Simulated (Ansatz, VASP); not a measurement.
## Cl: VASP beside Ansatz

```
Cl
1.0
    13.00000    0.00000    0.00000
     0.00000   13.30000    0.00000
     0.00000    0.00000   13.60000
Cl
2
Direct
  0.42293 0.50000 0.50000
  0.57707 0.50000 0.50000
```

Alike in both runs: functional PBE; k mesh 1 × 1 × 1; occupations gaussian, width 0.01 eV; no spin polarisation.

Ansatz relaxed the structure, and its values are those at the end. VASP's run is a single point on that final structure, the one shown.

```csv
,VASP,Ansatz
version,VASP 6.6.1,Ansatz 0.2.0
potentials or method,"VASP PAW PBE potentials, release 64 (Cl), cutoff 520 eV","scalar-relativistic, plane waves, PAW"
valence electrons in the cell,14,14
```

Ansatz gave:

* gap on the k mesh at the Fermi level (eV): 2.95
* rms of the force components (eV/Å): 0.000

**Question.** Which values does VASP return?

**Answer.** gap on the k mesh at the Fermi level (eV): 3.00; rms of the force components (eV/Å): 0.108.

Ansatz's warnings: stress scf threshold loose.
